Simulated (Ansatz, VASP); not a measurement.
Two plane-wave programs on InP

```
In P
1.0
     0.00000    2.75671    2.64809
     2.75671    0.00000    2.64809
     2.75671    2.75671    0.00000
In P
1 1
Direct
  0.00000 0.00000 0.00000
  0.50000 0.50000 0.50000
```

Alike in both runs: task single point; functional PBE; k mesh 20 × 20 × 20; occupations gaussian, width 0.15 eV; no spin polarisation.

|  | VASP | Ansatz |
| --- | --- | --- |
| version | VASP 6.6.1 | Ansatz 0.2.0 |
| potentials or method | VASP PAW PBE potentials, release 64 (In_d, P), cutoff 520 eV | scalar-relativistic, plane waves, PAW |
| valence electrons in the cell | 18 | 18 |

|  | VASP | Ansatz | Ansatz less VASP |
| --- | --- | --- | --- |
| gap on the k mesh at the Fermi level (eV) | none | none | - |
| pressure (GPa) | 4.8 | 4.9 | +0.04 |
| traceless stress, the component that is largest in VASP (GPa) | 4.00 | 4.02 | +0.022 |

A gap of «none» marks a metal or a gap that the smearing closes.
